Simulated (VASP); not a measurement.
Wanted: the native input for a VASP 6.6.1 run.

* Task: single point
* Functional: PBE
* Potentials or basis: VASP PAW PBE potentials, release 64 (Pb_d, Se)
* Cutoff: 520 eV
* k mesh: 6 × 6 × 6
* Occupations: gaussian, width 0.01 eV
* Spin: no spin polarisation
* Dipole correction: no
* Further INCAR settings: ALGO = Normal; EDIFF = 1e-07; NBANDS = 17

The structure of PbSe lies in POSCAR:

```
PbSe
1.0
    0.0000000000      3.4232041378      3.4232041378
    3.4232041378      0.0000000000      3.4232041378
    3.4232041378      3.4232041378      0.0000000000
Pb Se
1 1
Direct
    0.0000000000      0.0000000000      0.0000000000
    0.2500000000      0.2500000000      0.2500000000
```

The input as run:

INCAR

```
ALGO = Normal ; EDIFF = 1E-7
ENCUT = 520 ; GGA = PE
ISIF = 2 ; ISMEAR = 0
LASPH = True ; LCHARG = False
LREAL = False ; LWAVE = False
NBANDS = 17 ; NELM = 80
PREC = Accurate ; SIGMA = 0.01
```

KPOINTS

```
k-points
0
Gamma
  6 6 6
```

Potentials or basis: VASP PAW PBE potentials, release 64 (Pb_d, Se).

Run with:

```console
$ cat potpaw_PBE.64/Pb_d/POTCAR potpaw_PBE.64/Se/POTCAR > POTCAR
$ mpirun -np 1 vasp_std > vasp.out
```

It gave:

```yaml
Pressure: 0.7 GPa
Band_gap_on_the_k_mesh: 0.75 eV, indirect (least direct gap 1.15 eV)
```

Caveat: spin-orbit coupling is left out, which moves the levels of the heavy elements.

Wall time 51 s on 1 thread of AMD EPYC 7R43 64-Core Processor (Zen 3) (shared host), peak memory 0.16 GiB.
